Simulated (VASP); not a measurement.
# Au (P6_3/mmc) in VASP: a series of runs

Runs on Au. Level: r2SCAN. Tasks: relaxation of shape and atoms at fixed volume.

All numbers are computed with VASP 6.6.1; they aren't measurements. Logs are shortened: lines on timing, memory, paths and dates and some standing lists are left out, and cuts for length are marked.

**1. The cell of the first run**

Symmetry: P6_3/mmc, No. 194, hexagonal system. The conventional cell has a = 2.965 Å, b = 2.965 Å, c = 5.086 Å, α = 90.00°, β = 90.00°, γ = 120.00°. Within 3.9 Å of Au (site symmetry -6m2) lie 12 Au at 2.96 to 3.07 Å.

This isn't the form of Au at room conditions, which is fcc.

**2. Relaxation of shape and atoms at fixed volume, r2SCAN (19.36 Å³/atom)**

File POSCAR:

```
Au
1.0
    2.9646359904      0.0000000000      0.0000000000
   -1.4823179952      2.5674500806      0.0000000000
    0.0000000000      0.0000000000      5.0861715094
Au
2
Direct
    0.3333333333      0.6666666667      0.7500000000
    0.6666666667      0.3333333333      0.2500000000
```

File INCAR.step1:

```
SYSTEM = Au
PREC = Accurate
ENCUT = 550
ISMEAR = 0
SIGMA = 0.1
LREAL = .False.
LASPH = .True.
NELM = 120
GGA = PE
ALGO = Normal
EDIFF = 1E-5
LWAVE = .True.
LCHARG = .False.
GGA_COMPAT = .False.
IBRION = 2
ISIF = 3
EDIFFG = -0.005
NELMIN = 4
NSW = 100
```

File INCAR.step2:

```
SYSTEM = Au
PREC = Accurate
ENCUT = 550
EDIFF = 1E-7
ISMEAR = 0
SIGMA = 0.1
LREAL = .False.
LASPH = .True.
NELM = 120
ALGO = Normal
ISIF = 4
LWAVE = .False.
LCHARG = .False.
METAGGA = R2SCAN
LMIXTAU = .True.
IBRION = 2
NSW = 50
EDIFFG = -0.01
ISTART = 1
GGA_COMPAT = .False.
NELMIN = 4
```

File KPOINTS:

```
Automatic mesh
0
Gamma
  18 18 10
  0 0 0
```

Potentials or basis: VASP PAW PBE potentials, release 64 (Au).

On the command line:

```
$ cat potpaw_PBE.64/Au/POTCAR > POTCAR
$ cp INCAR.step1 INCAR
$ mpirun -np 1 vasp_std > vasp.out
$ cp INCAR.step2 INCAR
$ mpirun -np 1 vasp_std > vasp.out
```

OUTCAR:

```text
SYSTEM = Au
   PREC = Accurate
   ENCUT = 550
   EDIFF = 1E-7
   ISMEAR = 0
   LREAL = .False.
   LASPH = .True.
   NELM = 120
   ISIF = 4
   METAGGA = R2SCAN
   IBRION = 2
   NSW = 50
   EDIFFG = -0.01
   ISTART = 1
   NELMIN = 4

 ion  position               nearest neighbor table
   1  0.333  0.667  0.750-   2 3.07   2 3.07   2 3.07   2 3.07   2 3.07   2 3.07
   2  0.667  0.333  0.250-   1 3.07   1 3.07   1 3.07   1 3.07   1 3.07   1 3.07

  LATTYP: Found a hexagonal cell.
 ALAT       =     2.9646359904
 C/A-ratio  =     1.7156141684

  Lattice vectors:

 A1 = (   2.9646359904,   0.0000000000,   0.0000000000)
 A2 = (  -1.4823179952,   2.5674500806,   0.0000000000)
 A3 = (   0.0000000000,   0.0000000000,   5.0861715094)

Analysis of symmetry for initial positions (statically):
=====================================================================
 Subroutine PRICEL returns:
 Original cell was already a primitive cell.

 Routine SETGRP: Setting up the symmetry group for a
 hexagonal supercell.

 Subroutine GETGRP returns: Found 24 space group operations
 (whereof 12 operations were pure point group operations)
 out of a pool of 24 trial point group operations.

The static configuration has the point symmetry D_3d.
 The point group associated with its full space group is D_6h.

Analysis of symmetry for dynamics (positions and initial velocities):
=====================================================================
 Subroutine PRICEL returns:
 Original cell was already a primitive cell.

 Routine SETGRP: Setting up the symmetry group for a
 hexagonal supercell.

 Subroutine GETGRP returns: Found 24 space group operations
 (whereof 12 operations were pure point group operations)
 out of a pool of 24 trial point group operations.

The dynamic configuration has the point symmetry D_3d.
 The point group associated with its full space group is D_6h.

 Subroutine INISYM returns: Found 24 space group operations
 (whereof 12 operations are pure point group operations),
 and found     1 'primitive' translations

----------------------------------------------------------------------------------------

                                     Primitive cell

  volume of cell :      38.7137

  direct lattice vectors                    reciprocal lattice vectors
     2.964635990  0.000000000  0.000000000     0.337309539  0.194745753  0.000000000
    -1.482317995  2.567450081  0.000000000     0.000000000  0.389491507  0.000000000
     0.000000000  0.000000000  5.086171509     0.000000000  0.000000000  0.196611537

  length of vectors
     2.964635990  2.964635990  5.086171509     0.389491507  0.389491507  0.196611537

  position of ions in fractional coordinates (direct lattice)
     0.333333333  0.666666667  0.750000000
     0.666666667  0.333333333  0.250000000

  ion indices of the primitive-cell ions
   primitive index   ion index
                 1           1
                 2           2

----------------------------------------------------------------------------------------

 KPOINTS: Automatic mesh

Automatic generation of k-mesh.
 Grid dimensions read from file:
 generate k-points for:   18   18   10

 Generating k-lattice:

  Cartesian coordinates                     Fractional coordinates (reciprocal lattice)
     0.018739419  0.010819209  0.000000000     0.055555556  0.000000000  0.000000000
     0.000000000  0.021638417  0.000000000     0.000000000  0.055555556  0.000000000
     0.000000000  0.000000000  0.019661154     0.000000000  0.000000000  0.100000000

  Length of vectors
     0.021638417  0.021638417  0.019661154

  Shift w.r.t. Gamma in fractional coordinates (k-lattice)
     0.000000000  0.000000000  0.000000000

 Subroutine IBZKPT returns following result:
 ===========================================

 Found    222 irreducible k-points:

 Following reciprocal coordinates:
            Coordinates               Weight
  0.000000  0.000000  0.000000      1.000000
  0.055556  0.000000  0.000000      6.000000
  0.111111  0.000000  0.000000      6.000000
  0.166667  0.000000  0.000000      6.000000
  0.222222  0.000000  0.000000      6.000000
  0.277778  0.000000  0.000000      6.000000
[... 16 lines left out ...]
  0.333333  0.111111  0.000000     12.000000
  0.388889  0.111111  0.000000     12.000000
 [... further k-points ...]
   k-points           NKPTS =    222   k-points in BZ     NKDIM =    222   number of bands    NBANDS=     15
   number of dos      NEDOS =    301   number of ions     NIONS =      2
   total plane-waves  NPLWV =  23040
   dimension x,y,z NGX =    24 NGY =   24 NGZ =   40
   dimension x,y,z NGXF=    48 NGYF=   48 NGZF=   80
   ions per type =               2
   NGX,Y,Z   is equivalent  to a cutoff of  13.46, 13.46, 13.07 a.u.
   NGXF,Y,Z  is equivalent  to a cutoff of  26.92, 26.92, 26.15 a.u.
 SYSTEM =  Au
   PREC   = accura    normal or accurate (medium, high low for compatibility)
   ISTART =      1    job   : 0-new  1-cont  2-samecut
   ICHARG =      0    charge: 1-file 2-atom 10-const
   ISPIN  =      1    spin polarized calculation?
   LNONCOLLINEAR =      F non collinear calculations
   LSORBIT =      F    spin-orbit coupling
   LASPH  =      T    aspherical Exc in radial PAW
   ENCUT  =  550.0 eV  40.42 Ry    6.36 a.u.   5.67  5.67  9.73*2*pi/ulx,y,z
   NELM   =    120;   NELMIN=  4; NELMDL=  0     # of ELM steps
   EDIFF  = 0.1E-06   stopping-criterion for ELM
   LREAL  =      F    real-space projection
   EDIFFG = -.1E-01   stopping-criterion for IOM
   NSW    =     50    number of steps for IOM
   IBRION =      2    ionic relax: 0-MD 1-quasi-New 2-CG
   NFREE  =      1    steps in history (QN), initial steepest desc. (CG)
   ISIF   =      4    stress and relaxation
   ISYM   =      2    0-nonsym 1-usesym 2-fastsym
   POTIM  = 0.5000    time-step for ionic-motion
   TEBEG  =    0.0;   TEEND  =   0.0 temperature during run
   PSTRESS=    0.0 pullay stress
   NELECT =      22.0000    total number of electrons
   NUPDOWN=      -1.0000    fix difference up-down
   EMIN   =  10.00;   EMAX   =-10.00  energy-range for DOS
   EFERMI =   0.00;   METHOD = LEGACY
   ISMEAR =     0;   SIGMA  =   0.10  broadening in eV -4-tet -1-fermi 0-gaus
   EFERMI_NEDOS =   21; number of points for ismear=-14 and -15
   IALGO  =     38    algorithm
   IMIX   =      4    mixing-type and parameters
     AMIX     =   0.40;   BMIX     =  1.00
     AMIX_MAG =   1.60;   BMIX_MAG =  1.00
  volume/ion in A,a.u.               =      19.36       130.63
  Fermi-wavevector in a.u.,A,eV,Ry     =   1.356004  2.562476 25.017665  1.838746
  Thomas-Fermi vector in A             =   2.483044
   LORBIT       =      0    0 simple, 1 ext, 2 COOP (PROOUT), +10 PAW based schemes
   METAGGA = R2SCAN    functional components
   LHFCALC =     F    Hartree Fock is set to
   AEXX    =    0.0000 exact exchange contribution
   IVDW    =     0    specifies the selected vdW correction
   LEPSILON=     F    determine dielectric tensor
   LRPA    =     F    only Hartree local field effects (RPA)
 conjugate gradient relaxation of ions
 non-spin polarized calculation
 Gauss-broadening in eV      SIGMA  =   0.10
  energy-cutoff  :      550.00
  volume of cell :       38.71
 maximum number of plane-waves:      1154
 NGX is ok and might be reduce to    24
   NGX = 11   NGY = 11   NGZ = 19

--------------------------------------- Ionic step        1  -------------------------------------------

 number of electron      21.9999998 magnetization

 Free energy of the ion-electron system (eV)
  ---------------------------------------------------
  ext. energy  EPLUGINS =         0.00000000
  ---------------------------------------------------
  free energy    TOTEN  =      -101.04681077 eV

  energy without entropy =     -101.04378065  energy(sigma->0) =     -101.04529571

------------------------ aborting loop because EDIFF is reached ----------------------------------------

  FORCE on cell =-STRESS in cart. coord.  units (eV):
  Direction    XX          YY          ZZ          XY          YZ          ZX
  --------------------------------------------------------------------------------------
  -------------------------------------------------------------------------------------
  Total       -2.6214941     -2.6214941     -2.5211434      0.0000000      0.0000000      0.0000000
  in kB     -108.4913423   -108.4913423   -104.3382974      0.0000000      0.0000000      0.0000000
  external PRESSURE =    -107.1069940 kB  Pullay stress =       0.0000000 kB
[... 129 lines left out ...]
  energy  without entropy=     -101.0439687389  energy(sigma->0) =     -101.04546628

--------------------------------------- Ionic step        5  -------------------------------------------

 number of electron      21.9999995 magnetization

 Free energy of the ion-electron system (eV)
  ---------------------------------------------------
  ext. energy  EPLUGINS =         0.00000000
  ---------------------------------------------------
  free energy    TOTEN  =      -101.04728272 eV

  energy without entropy =     -101.04448801  energy(sigma->0) =     -101.04588537

 E-fermi :   7.3580     XC(G=0): -12.7326

 val. band max:        7.3536263293   @ k =   0.3889   0.1111   0.1000
 cond. band min:       7.4048876698   @ k =   0.3889   0.1111   0.2000
 fundamental gap:      0.0512613405
 Fermi energy:         7.3579583160

 k-point     1 :       0.0000    0.0000    0.0000
  band No.  band energies     occupation
      1      -1.4155      2.00000
      2       0.6746      2.00000
      3       2.7442      2.00000
      4       3.1194      2.00000
      5       3.1194      2.00000
      6       3.3354      2.00000
      7       3.3354      2.00000
      8       4.0912      2.00000
      9       4.0912      2.00000
     10       5.0742      2.00000
     11       5.0742      2.00000
     12       6.7970      2.00000
     13       9.0958      0.00000
     14      22.9779      0.00000
     15      22.9932      0.00000
[... 397 lines left out ...]
 k-point    24 :       0.3889    0.1111    0.0000
  band No.  band energies     occupation
      1       1.4472      2.00000
      2       1.5026      2.00000
      3       1.8453      2.00000
      4       3.1579      2.00000
      5       3.3242      2.00000
      6       3.4624      2.00000
      7       3.7306      2.00000
      8       5.0674      2.00000
      9       5.0786      2.00000
     10       5.3504      2.00000
     11       7.3412      1.18741
     12      10.2916      0.00000
     13      12.1752      0.00000
     14      14.4578      0.00000
     15      15.0354      0.00000

 [... further k-points ...]
[... 5 lines left out ...]
  --------------------------------------------------------------------------------------
  -------------------------------------------------------------------------------------
  Total       -2.5585296     -2.5585296     -2.5592484      0.0000000     -0.0000000      0.0000000
  in kB     -105.8855369   -105.8855369   -105.9152827      0.0000000     -0.0000000      0.0000000
  external PRESSURE =    -105.8954522 kB  Pullay stress =       0.0000000 kB
[... 17 lines left out ...]
  FREE ENERGIE OF THE ION-ELECTRON SYSTEM (eV)
  ---------------------------------------------------
  free  energy   TOTEN  =      -101.0472827214 eV

  energy  without entropy=     -101.0444880118  energy(sigma->0) =     -101.04588537

 reached required accuracy - stopping structural energy minimisation
```

It took 25 min on 1 thread of Intel Xeon Platinum 8375C at 2.90GHz (Ice Lake), shared host; peak memory 0.27 GiB.

Results:

* Free energy: -101.0473 eV
* Energy gained by relaxing: 0.2 meV/atom
* Ionic steps: 5
* Pressure after relaxing: -10.6 GPa
* Band gap on the k mesh: zero (bands 11 and 12 overlap by 6.54 eV)

Step by step:
| step | energy change (eV) | largest force (eV/Å) | pressure (GPa) | volume (Å³) |
| --- | --- | --- | --- | --- |
| 1 | 0.0000 | 0.0000 | -10.71 | 38.71 |
| 2 | -0.0002 | 0.0000 | -10.69 | 38.71 |
| 3 | -0.0004 | 0.0000 | -10.63 | 38.71 |
| 4 | -0.0002 | 0.0000 | -10.46 | 38.71 |
| 5 | -0.0005 | 0.0000 | -10.59 | 38.71 |

Final structure:
```yaml
crystal:
  lattice:
    - [2.95216, 0.00000, 0.00000]
    - [-1.47608, 2.55664, 0.00000]
    - [0.00000, 0.00000, 5.12925]
  atoms:
    - { symbol: Au, position: [0.33333, 0.66667, 0.75000] }
    - { symbol: Au, position: [0.66667, 0.33333, 0.25000] }
```

Caveat: the PAW data sets were made with another functional, which shifts forces and pressure a little; spin-orbit coupling is left out, which moves the levels of the heavy elements.

**3. Relaxation of shape and atoms at fixed volume, r2SCAN (16.54 Å³/atom)**

This run uses another cell than the first one, of 16.54 Å³/atom.

File POSCAR:

```
Au
1.0
    2.8376241153      0.0000000000      0.0000000000
   -1.4188120576      2.4574545702      0.0000000000
    0.0000000000      0.0000000000      4.7441584967
Au
2
Direct
    0.3333333333      0.6666666667      0.7500000000
    0.6666666667      0.3333333333      0.2500000000
```

File INCAR.step1:

```
PREC = Accurate
ENCUT = 550
ISMEAR = 0
SIGMA = 0.1
LREAL = False
LASPH = True
NELM = 120
GGA = PE
ALGO = Normal
EDIFF = 1E-5
LWAVE = True
LCHARG = False
GGA_COMPAT = False
IBRION = 2
ISIF = 3
EDIFFG = -0.005
NELMIN = 4
NSW = 100
```

File INCAR.step2:

```
PREC = Accurate
ENCUT = 550
EDIFF = 1E-7
ISMEAR = 0
SIGMA = 0.1
LREAL = False
LASPH = True
NELM = 120
ALGO = Normal
ISIF = 4
LWAVE = False
LCHARG = False
METAGGA = R2SCAN
LMIXTAU = True
IBRION = 2
NSW = 50
EDIFFG = -0.01
ISTART = 1
GGA_COMPAT = False
NELMIN = 4
```

File KPOINTS:

```
Automatic mesh
0
Gamma
  18 18 10
```

Potentials or basis: VASP PAW PBE potentials, release 64 (Au).

On the command line:

```
$ cat potpaw_PBE.64/Au/POTCAR > POTCAR
$ cp INCAR.step1 INCAR
$ mpirun -np 1 vasp_std > vasp.out
$ cp INCAR.step2 INCAR
$ mpirun -np 1 vasp_std > vasp.out
```

It took 8.2 min on 1 thread of Intel Xeon 6975P-C (Granite Rapids), shared host; peak memory 0.24 GiB.

The run converged. Its results:

* Free energy: -101.1005 eV
* Energy gained by relaxing: 0.1 meV/atom
* Ionic steps: 3
* Pressure after relaxing: 11.4 GPa
* Band gap on the k mesh: zero (bands 11 and 12 overlap by 7.61 eV)

Stress tensor (GPa, compression positive):
```
11.39  0.00  0.00
 0.00 11.39  0.00
 0.00  0.00 11.50
```

Step by step:
```tsv
step	energy change (eV)	largest force (eV/Å)	pressure (GPa)	volume (Å³)
1	0.0000	0.0000	11.46	33.08
2	-0.0001	0.0000	11.45	33.08
3	-0.0001	0.0000	11.43	33.08
```

Final structure:
```xyz
2
Lattice="2.8429 0.0000 0.0000 -1.4214 2.4620 0.0000 0.0000 0.0000 4.7267" Properties=species:S:1:pos:R:3 pbc="T T T"
Au    0.0000    1.6413    3.5450
Au    1.4214    0.8207    1.1817
```

Levels at points of the mesh, in eV from the Fermi level:
| k point | band 8 | band 9 | band 10 | band 11 | band 12 | band 13 | band 14 | band 15 |
| --- | --- | --- | --- | --- | --- | --- | --- | --- |
| (0.00, 0.00, 0.00) | -3.96 | -3.96 | -2.42 | -2.42 | -1.05 | 3.08 | 15.39 | 16.76 |
| (0.50, 0.00, 0.00) | -2.13 | -2.09 | -1.88 | 0.42 | 1.70 | 6.25 | 7.85 | 8.04 |
| (0.00, 0.00, 0.50) | -5.03 | -2.92 | -2.92 | -2.92 | -2.92 | 11.62 | 11.62 | 15.67 |
| (0.50, 0.00, 0.50) | -2.63 | -1.97 | -1.97 | 0.53 | 0.53 | 4.32 | 4.32 | 14.23 |

Caveat: the PAW data sets were made with another functional, which shifts forces and pressure a little; spin-orbit coupling is left out, which moves the levels of the heavy elements.
